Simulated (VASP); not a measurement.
**Si17C15 (a cell with a defect): single point with PBE**

System: Si17C15 (a cell with a defect).

```
Si C
1.0
     6.15200    0.00000    0.00000
    -3.07600    5.32779    0.00000
     0.00000    0.00000   10.09600
Si C
17 15
Cartesian
  0.0000 1.7759 -0.2883
  0.0000 1.7759 5.0595
  -1.5276 4.4458 0.0216
  -1.5509 4.4324 5.1121
  3.0760 1.7639 0.0216
  3.0760 1.7908 5.1121
  1.5276 4.4458 0.0216
  1.5509 4.4324 5.1121
  1.6827 0.8044 2.6528
  1.5559 0.8776 7.5547
  0.0000 3.7189 2.6528
  0.0000 3.5726 7.5547
  4.4693 0.8044 2.6528
  4.5961 0.8776 7.5547
  3.0760 3.5519 2.5470
  3.0760 3.5519 7.6290
  0.0000 1.7759 1.8543
  0.0000 1.7759 6.9619
  -1.5376 4.4401 1.9222
  -1.5559 4.4295 6.9725
  3.0760 1.7755 1.9222
  3.0760 1.7966 6.9725
  1.5376 4.4401 1.9222
  1.5559 4.4295 6.9725
  1.5649 0.8724 4.5188
  1.5741 0.8671 9.4178
  0.0000 3.5829 4.5188
  0.0000 3.5936 9.4178
  4.5871 0.8724 4.5188
  4.5779 0.8671 9.4178
  3.0760 3.5519 4.4430
  3.0760 3.5519 9.5237
```

```yaml
Program: VASP 6.6.1
Task: single point
Functional: PBE
Potentials_or_basis: VASP PAW PBE potentials, release 64 (Si, C)
Cutoff: 520 eV
k_mesh: 4 × 4 × 2
Occupations: fermi-dirac, width 0.01 eV
Spin: no spin polarisation
Dipole_correction: no
Further_INCAR_settings: LREAL = Auto; ALGO = Normal; EDIFF = 1e-07; NBANDS = 86
```

```
Pressure               : 14.2 GPa
Largest force          : 0.020 eV/Å
Band gap on the k mesh : 1.00 eV
```

Forces in eV/Å, atoms in the order of the input:
```
Si   0.000  0.000  0.018
Si   0.000  0.000 -0.010
Si  -0.006 -0.003  0.008
Si   0.003  0.002 -0.003
Si   0.000  0.007  0.008
Si   0.000 -0.003 -0.003
Si   0.006 -0.003  0.008
Si  -0.003  0.002 -0.003
Si  -0.017  0.010  0.000
Si   0.005 -0.003  0.009
Si   0.000 -0.019  0.000
Si   0.000  0.006  0.009
Si   0.017  0.010  0.000
Si  -0.005 -0.003  0.009
Si   0.000  0.000  0.003
Si   0.000  0.000  0.003
Si   0.000  0.000  0.020
C    0.000  0.000  0.001
C    0.004  0.003 -0.003
C    0.003  0.002 -0.005
C    0.000 -0.005 -0.003
C    0.000 -0.004 -0.005
C   -0.004  0.003 -0.003
C   -0.003  0.002 -0.005
C   -0.009  0.005 -0.001
C   -0.006  0.003 -0.012
C    0.000 -0.010 -0.001
C    0.000 -0.006 -0.012
C    0.009  0.005 -0.001
C    0.006  0.003 -0.012
C    0.000  0.000 -0.008
C    0.000  0.000 -0.004
```

Stress tensor (GPa, compression positive):
```
13.89  0.00  0.00
 0.00 13.89  0.00
 0.00  0.00 14.91
```

Levels at points of the mesh, in eV from the valence-band top:
```tsv
k point	band 62	band 63	band 64	band 65	band 66	band 67
(0.00, 0.00, 0.00)	-1.16	0.00	0.00	1.00	1.38	1.38
(0.50, 0.00, 0.00)	-2.07	-1.57	-0.57	1.45	1.82	2.46
(0.00, 0.00, 0.50)	-1.64	-0.02	-0.02	1.17	1.54	1.59
(0.50, 0.00, 0.50)	-2.30	-1.41	-0.64	1.87	2.44	2.52
```

Run time: 8.5 min on 1 thread of Intel Xeon 8259CL, with other jobs on the host, peak memory 0.48 GiB.
